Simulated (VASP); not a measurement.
Crystal: Li2Se.

```
Se Li
1.0
     0.00000    2.99352    2.99352
     2.99352    0.00000    2.99352
     2.99352    2.99352    0.00000
Se Li
1 2
Direct
  0.00000 0.00000 0.00000
  0.25000 0.25000 0.25000
  0.75000 0.75000 0.75000
```

Base run:

```yaml
Program: VASP 6.6.1
Functional: PBE
Potentials_or_basis: VASP PAW PBE potentials, release 64 (Se, Li_sv)
Cutoff: 750 eV
k_mesh: 6 × 6 × 6
Occupations: gaussian, width 0.01 eV
Spin: no spin polarisation
```

Its results: band gap on the k mesh 2.97 eV (least direct gap 3.42 eV); pressure 0.3 GPa.

Task: The run is repeated on the same cell with these changes: functional from PBE to PBE-based screened hybrid with 35 % exact exchange; cutoff from 750 eV to 650 eV; k mesh from 6 × 6 × 6 to 4 × 4 × 4. What comes out?

Result: Band gap on the k mesh 4.19 eV (least direct gap 4.80 eV); pressure -0.8 GPa.

Several settings changed at once.

Caveats: some runs use coarse meshes; the PAW data sets were made with another functional, which shifts forces and pressure a little (at least some runs).

A k mesh can miss the band edges.
